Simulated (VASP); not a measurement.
# SrTiO3 (Pm-3m) in VASP: a series of runs, part 2 of 2

VASP 6.6.1.

## 3. Single point, PBE

This run uses another cell than the first one: it holds 40 atoms, not 5.

Input file INCAR:

```
PREC = Accurate
ENCUT = 600
EDIFF = 1E-6
ISMEAR = 0
SIGMA = 0.01
LREAL = Auto
LASPH = T
NELM = 120
ALGO = Normal
ISIF = 2
LWAVE = F
LCHARG = F
GGA = PE
NBANDS = 186
GGA_COMPAT = F
```

Input file KPOINTS:

```
Automatic mesh
0
Gamma
  2 2 2
  0.5 0.5 0.5
```

Input file POSCAR:

```
SrTiO3
1.0
    7.8728082293      0.0000000000      0.0000000000
    0.0000000000      0.0000000000     -7.8728082293
    0.0000000000      7.8728082293      0.0000000000
Sr Ti O
8 8 24
Direct
    0.2500000000      0.2500000000      0.2500000000
    0.2500000000      0.7500000000      0.2500000000
    0.2500000000      0.2500000000      0.7500000000
    0.2500000000      0.7500000000      0.7500000000
    0.7500000000      0.2500000000      0.2500000000
    0.7500000000      0.7500000000      0.2500000000
    0.7500000000      0.2500000000      0.7500000000
    0.7500000000      0.7500000000      0.7500000000
    0.0000000000      0.0000000000      0.5000000000
    0.0000000000      0.5000000000      0.5000000000
    0.0000000000      0.0000000000      0.0000000000
    0.0000000000      0.5000000000      0.0000000000
    0.5000000000      0.0000000000      0.5000000000
    0.5000000000      0.5000000000      0.5000000000
    0.5000000000      0.0000000000      0.0000000000
    0.5000000000      0.5000000000      0.0000000000
    0.2500000000      0.5000000000      0.5000000000
    0.2500000000      1.0000000000      0.5000000000
    0.2500000000      0.5000000000      0.0000000000
    0.2500000000      1.0000000000      0.0000000000
    0.7500000000      0.5000000000      0.5000000000
    0.7500000000      1.0000000000      0.5000000000
    0.7500000000      0.5000000000      0.0000000000
    0.7500000000      1.0000000000      0.0000000000
    0.0000000000      0.5000000000      0.2500000000
    0.0000000000      1.0000000000      0.2500000000
    0.0000000000      0.5000000000      0.7500000000
    0.0000000000      1.0000000000      0.7500000000
    0.5000000000      0.5000000000      0.2500000000
    0.5000000000      1.0000000000      0.2500000000
    0.5000000000      0.5000000000      0.7500000000
    0.5000000000      1.0000000000      0.7500000000
    0.0000000000      0.2500000000      0.5000000000
    0.0000000000      0.7500000000      0.5000000000
    0.0000000000      0.2500000000      0.0000000000
    0.0000000000      0.7500000000      0.0000000000
    0.5000000000      0.2500000000      0.5000000000
    0.5000000000      0.7500000000      0.5000000000
    0.5000000000      0.2500000000      0.0000000000
    0.5000000000      0.7500000000      0.0000000000
```

Potentials or basis: VASP PAW PBE potentials, release 64 (Sr_sv, Ti_sv, O).

Command:

```sh
cat potpaw_PBE.64/Sr_sv/POTCAR potpaw_PBE.64/Ti_sv/POTCAR potpaw_PBE.64/O/POTCAR > POTCAR
mpirun -np 1 vasp_std > vasp.out
```

OUTCAR:

```text
PREC = Accurate
   ENCUT = 600
   EDIFF = 1E-6
   ISMEAR = 0
   LREAL = Auto
   LASPH = T
   NELM = 120
   ISIF = 2
   GGA = PE

 ion  position               nearest neighbor table
   1  0.250  0.250  0.250-  17 2.78  18 2.78  19 2.78  20 2.78  25 2.78  26 2.78  29 2.78  30 2.78
                            33 2.78  35 2.78  37 2.78  39 2.78  13 3.41  14 3.41  15 3.41  16 3.41
   2  0.250  0.750  0.250-  17 2.78  18 2.78  19 2.78  20 2.78  25 2.78  26 2.78  29 2.78  30 2.78
                            34 2.78  36 2.78  38 2.78  40 2.78  13 3.41  14 3.41  15 3.41  16 3.41
   3  0.250  0.250  0.750-  17 2.78  18 2.78  19 2.78  20 2.78  27 2.78  28 2.78  31 2.78  32 2.78
                            33 2.78  35 2.78  37 2.78  39 2.78  13 3.41  14 3.41  15 3.41  16 3.41
   4  0.250  0.750  0.750-  17 2.78  18 2.78  19 2.78  20 2.78  27 2.78  28 2.78  31 2.78  32 2.78
                            34 2.78  36 2.78  38 2.78  40 2.78  13 3.41  14 3.41  15 3.41  16 3.41
   5  0.750  0.250  0.250-  21 2.78  22 2.78  23 2.78  24 2.78  25 2.78  26 2.78  29 2.78  30 2.78
                            33 2.78  35 2.78  37 2.78  39 2.78  13 3.41  14 3.41  15 3.41  16 3.41
   6  0.750  0.750  0.250-  21 2.78  22 2.78  23 2.78  24 2.78  25 2.78  26 2.78  29 2.78  30 2.78
                            34 2.78  36 2.78  38 2.78  40 2.78  13 3.41  14 3.41  15 3.41  16 3.41
[... 245 lines left out ...]
      6     -52.5750      2.00000
[... 164 lines left out ...]
    171       7.4418      0.00000
    172       7.4418      0.00000
 [bands above 172 left out]

------------------------ aborting loop because EDIFF is reached ----------------------------------------

  FORCE on cell =-STRESS in cart. coord.  units (eV):
  Direction    XX          YY          ZZ          XY          YZ          ZX
  --------------------------------------------------------------------------------------
  -------------------------------------------------------------------------------------
  Total        1.1659683      1.1659683      1.1659683     -0.0000000      0.0000000      0.0000000
  in kB        3.8283205      3.8283205      3.8283205     -0.0000000      0.0000000      0.0000000
  external PRESSURE =       3.8283205 kB  Pullay stress =       0.0000000 kB

 VOLUME and BASIS-vectors are now :
 -----------------------------------------------------------------------------
  energy-cutoff  :      600.00
  volume of cell :      487.97
      direct lattice vectors                 reciprocal lattice vectors
     7.872808229  0.000000000  0.000000000     0.127019479  0.000000000  0.000000000
     0.000000000  0.000000000 -7.872808229     0.000000000  0.000000000 -0.127019479
     0.000000000  7.872808229  0.000000000     0.000000000  0.127019479  0.000000000

 POSITION                                       TOTAL-FORCE (eV/Angst)
 -----------------------------------------------------------------------------------
      1.96820      1.96820     -1.96820        -0.000000      0.000000      0.000000
      1.96820      1.96820     -5.90461        -0.000000      0.000000      0.000000
      1.96820      5.90461     -1.96820         0.000000     -0.000000      0.000000
      1.96820      5.90461     -5.90461         0.000000     -0.000000     -0.000000
      5.90461      1.96820     -1.96820         0.000000      0.000000     -0.000000
      5.90461      1.96820     -5.90461        -0.000000      0.000000     -0.000000
[... 32 lines left out ...]
      3.93640      0.00000     -1.96820         0.000000     -0.000000     -0.000000
      3.93640      0.00000     -5.90461        -0.000000     -0.000000      0.000000
 -----------------------------------------------------------------------------------
    total drift:                                0.000000      0.000000     -0.000000

  FREE ENERGIE OF THE ION-ELECTRON SYSTEM (eV)
  ---------------------------------------------------
  free  energy   TOTEN  =      -321.0051193059 eV

  energy  without entropy=     -321.0051193059  energy(sigma->0) =     -321.00511931
```

stdout:

```text
POSCAR found type information on POSCAR SrTiO
 POSCAR found :  3 types and      40 ions
 scaLAPACK will be used
 LDA part: xc-table for (Slater+PW92), standard interpolation
 POSCAR, INCAR and KPOINTS ok, starting setup
 FFT: planning ... GRIDC
 FFT: planning ... GRID_SOFT
 FFT: planning ... GRID
 WAVECAR not read
 entering main loop
```

Run time: 2.7 min. Hardware: 1 thread of Oxide Virtual Turin-like, shared host; peak memory 0.57 GiB.

Results:

```yaml
Free_energy: -321.0051 eV
Pressure: 0.4 GPa
Band_gap_on_the_k_mesh: 2.52 eV
```

Levels at points of the mesh, in eV from the valence-band top:
```
           k point  band 158  band 159  band 160  band 161  band 162  band 163
(0.25, 0.25, 0.25)     -0.11     -0.11      0.00      2.52      2.61      2.61
```

Caveat: a shifted mesh leaves out Γ, where band edges can lie.
